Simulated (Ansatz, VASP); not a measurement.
**Two plane-wave programs on C**

```xyz
1
Lattice="3.2943 0.0000 -0.0992 0.0000 1.2864 0.0000 -1.5395 0.0000 2.9421" Properties=species:S:1:pos:R:3 pbc="T T T"
C     1.6471    0.0000   -0.0496
```

Alike in both runs: functional PBE; k mesh 8 × 12 × 8; occupations gaussian, width 0.1 eV; no spin polarisation.

Ansatz relaxed the structure, and its values are those at the end. VASP's run is a single point on that final structure, the one shown.

```csv
,VASP,Ansatz
version,VASP 6.6.1,Ansatz 0.2.0
potentials or method,"VASP PAW PBE potentials, release 64 (C), cutoff 520 eV","scalar-relativistic, plane waves, PAW"
valence electrons in the cell,4,4
```

|  | VASP | Ansatz | Ansatz less VASP |
| --- | --- | --- | --- |
| gap on the k mesh at the Fermi level (eV) | none | none | - |
| pressure (GPa) | -0.1 | 0.1 | +0.16 |

A gap of «none» marks a metal or a gap that the smearing closes. The functional is the same, so the differences come from potentials, cutoffs and numerics.

The k mesh is coarse, so the values compare programs but aren't converged.
